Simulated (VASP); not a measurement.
**Cr: single point with PBE**

The system is Cr.

```
Cr
1.0
     0.00000    2.84849   -2.84849
    -2.84849    0.00000    2.84849
     1.42424    1.42424    1.42424
Cr
3
Cartesian
  0.0000 0.0000 0.0000
  -1.4242 1.4242 1.4242
  0.0000 2.8485 0.0000
```

| Item | Value |
| --- | --- |
| Program | VASP 6.6.1 |
| Task | single point |
| Functional | PBE |
| Potentials or basis | VASP PAW PBE potentials, release 64 (Cr_pv) |
| Cutoff | 520 eV |
| k mesh | 10 × 10 × 13 |
| Occupations | fermi-dirac, width 0.08 eV |
| Spin | collinear spin, ferromagnetic start |
| Starting moments | [2.0, 2.0, 2.0] μB |
| Dipole correction | no |
| Further INCAR settings | ALGO = Normal; EDIFF = 1e-06; NBANDS = 29 |

The pressure is -0.6 GPa, the band gap on the k mesh is zero (filled and empty bands overlap) and the net moment is 0.00 μB per cell. The valence electrons inside the program's atomic spheres are Cr 11.06.

Levels at points of the mesh, in eV from the Fermi level:
Spin up:
| k point | band 15 | band 16 | band 17 | band 18 | band 19 | band 20 | band 21 | band 22 |
| --- | --- | --- | --- | --- | --- | --- | --- | --- |
| (0.00, 0.00, 0.00) | -2.12 | -2.12 | -0.92 | -0.92 | -0.92 | 1.13 | 1.13 | 1.40 |
| (0.50, 0.00, 0.00) | -1.81 | -1.68 | -1.68 | 0.62 | 0.62 | 1.11 | 1.13 | 1.36 |
Spin down:
```tsv
k point	band 15	band 16	band 17	band 18	band 19	band 20	band 21	band 22
(0.00, 0.00, 0.00)	-2.12	-2.12	-0.92	-0.92	-0.92	1.13	1.13	1.40
(0.50, 0.00, 0.00)	-1.81	-1.68	-1.68	0.62	0.62	1.11	1.13	1.36
```

It took 5.9 min on 1 thread of Oxide Virtual Turin-like Processor, on a shared host, peak memory 0.26 GiB.

Caveat: the starting moments collapsed, and a magnetic state may lie lower.
